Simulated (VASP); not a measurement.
Wanted: the native input for a VASP 6.6.1 run.

| Item | Value |
| --- | --- |
| Task | relaxation of cell and atoms |
| Functional | PBEsol |
| Potentials or basis | VASP PAW PBE potentials, release 64 (Ta_pv, N) |
| Cutoff | 600 eV |
| k mesh | 16 × 16 × 16 |
| Occupations | fermi-dirac, width 0.15 eV |
| Spin | no spin polarisation |
| Target pressure | 25 GPa |
| Dipole correction | no |
| Further INCAR settings | ALGO = Normal; EDIFF = 1e-07; IBRION = 2; EDIFFG = -0.001; NSW = 80; ISIF = 3 |

The structure of TaN lies in POSCAR:

```
TaN
1.0
    0.0000000000      2.1884211802      2.1884211802
    2.1884211802      0.0000000000      2.1884211802
    2.1884211802      2.1884211802      0.0000000000
Ta N
1 1
Direct
    0.5000000000      0.5000000000      0.5000000000
    0.0000000000      0.0000000000      0.0000000000
```

The input as run:

INCAR

```
PREC = Accurate
ENCUT = 600
EDIFF = 1E-7
ISMEAR = -1
SIGMA = 0.15
LREAL = False
LASPH = True
NELM = 80
ALGO = Normal
ISIF = 3
LWAVE = False
LCHARG = False
GGA = PS
IBRION = 2
NSW = 80
EDIFFG = -0.001
PSTRESS = 250.0
```

KPOINTS

```
Automatic mesh
0
Gamma
  16 16 16
```

Potentials or basis: VASP PAW PBE potentials, release 64 (Ta_pv, N).

The run is started by

```console
$ cat potpaw_PBE.64/Ta_pv/POTCAR potpaw_PBE.64/N/POTCAR > POTCAR
$ mpirun -np 1 vasp_std > vasp.out
```

Results of the run:

- Relaxed volume: 9.88 Å³/atom
- Relaxed cell: a = 3.035 Å, b = 3.035 Å, c = 3.035 Å, α = 60.00°, β = 60.00°, γ = 60.00°
- Space group after relaxing (to 0.1 Å): Fm-3m (No. 225)
- Energy change on relaxing (the run minimises the enthalpy): +46.0 meV/atom
- Ionic steps: 7
- Pressure after relaxing: 25.0 GPa
- Band gap on the k mesh: zero (bands 8 and 9 overlap by 4.49 eV)

Caveat: the cell is relaxed towards a set pressure, so the run minimises the enthalpy, not the energy; the highest band is partly filled, so the run has too few bands; the PAW data sets were made with another functional, which shifts forces and pressure a little; spin-orbit coupling is left out, which moves the levels of the heavy elements.

Wall time 5.3 min on 1 thread of Intel(R) Xeon(R) Platinum 8259CL CPU @ 2.50GHz (Skylake/Cascade Lake), with other jobs on the host, peak memory 0.21 GiB.
